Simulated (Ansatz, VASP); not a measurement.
Two plane-wave programs on CdS

```
Cd S
1.0
     0.00000    2.72691    2.72691
     2.72691    0.00000    2.72691
     2.72691    2.72691    0.00000
Cd S
1 1
Cartesian
  0.0579 0.0347 0.0000
  2.5239 2.6051 2.7269
```

Change from the starting cell: mode 4 frozen in at -0.203 Å and mode 5 at -0.122 Å (largest displacements).

Alike in both runs: task single point; functional r2SCAN; k mesh 8 × 8 × 8; occupations gaussian, width 0.05 eV; no spin polarisation.

```csv
,VASP,Ansatz
version,VASP 6.6.1,Ansatz 0.2.0
potentials or method,"VASP PAW PBE potentials, release 64 (Cd, S), cutoff 520 eV","scalar-relativistic, plane waves, PAW"
valence electrons in the cell,18,26
```

|  | VASP | Ansatz | Ansatz less VASP |
| --- | --- | --- | --- |
| gap on the k mesh at the Fermi level (eV) | 0.90 | 0.93 | +0.027 |
| least direct gap on the mesh (eV) | 2.20 | 2.23 | +0.031 |
| pressure (GPa) | 3.3 | 2.8 | -0.52 |
| traceless stress, the component that is largest in VASP (GPa) | 4.10 | 4.00 | -0.097 |
| rms of the force components (eV/Å) | 0.451 | 0.435 | -0.0162 |

VASP's potentials were made for PBE, not for r2SCAN. Atom by atom the forces differ by 0.016 eV/Å (rms over components). VASP's potentials hold 18 valence electrons a cell and Ansatz's 26, so a difference there can come from the potentials and not from the codes.
